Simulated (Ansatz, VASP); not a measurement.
Two plane-wave programs on BAs

```
B As
1.0
     0.00000    2.36571    2.36571
     2.36571    0.00000    2.36571
     2.36571    2.36571    0.00000
B As
1 1
Direct
  0.00000 0.00000 0.00000
  0.25000 0.25000 0.25000
```

Alike in both runs: functional LDA; k mesh 10 × 10 × 10; occupations fermi-dirac, width 0.02 eV; no spin polarisation.

Ansatz relaxed the structure, and its values are those at the end. VASP's run is a single point on that final structure, the one shown.

|  | VASP | Ansatz |
| --- | --- | --- |
| version | VASP 6.6.1 | Ansatz 0.2.0 |
| potentials or method | VASP PAW LDA potentials, release 64 (B, As_d), cutoff 600 eV | PAW plane waves |
| valence electrons in the cell | 18 | 18 |

|  | VASP | Ansatz | Ansatz less VASP |
| --- | --- | --- | --- |
| gap on the k mesh at the Fermi level (eV) | 1.10 | 1.10 | +0.004 |
| pressure (GPa) | 1.1 | 0.0 | -1.08 |

Ansatz warns that its potentials were made for another functional, while VASP's fit it. LDA's correlation is that of Perdew and Zunger in VASP and of Perdew and Wang (1992) in Ansatz.
